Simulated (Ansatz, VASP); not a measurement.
## One calculation of Au, two programs

```
Au
1.0
     2.89284    0.00000    0.00000
    -1.44642    2.50527    0.00000
     0.00000    0.00000    9.68748
Au
4
Cartesian
  1.4464 2.5053 0.0000
  1.4464 2.5053 4.8437
  0.0000 1.6702 2.4219
  1.4464 0.8351 7.2656
```

Alike in both runs: task single point; functional r2SCAN; k mesh 14 × 14 × 4; occupations fermi-dirac, width 0.1 eV; no spin polarisation.

|  | VASP | Ansatz |
| --- | --- | --- |
| version | VASP 6.6.1 | Ansatz 0.2.0 |
| potentials or method | VASP PAW PBE potentials, release 64 (Au), cutoff 520 eV | plane waves (500 eV) with PAW, scalar-relativistic |
| valence electrons in the cell | 44 | 76 |

|  | VASP | Ansatz | Ansatz less VASP |
| --- | --- | --- | --- |
| pressure (GPa) | 0.4 | 0.1 | -0.26 |
| traceless stress, the component that is largest in VASP (GPa) | -0.59 | -0.56 | +0.028 |

VASP's potentials were made for PBE, not for r2SCAN. VASP's potentials hold 44 valence electrons a cell and Ansatz's 76, so a difference there can come from the potentials and not from the codes.

Spin-orbit coupling is off throughout.
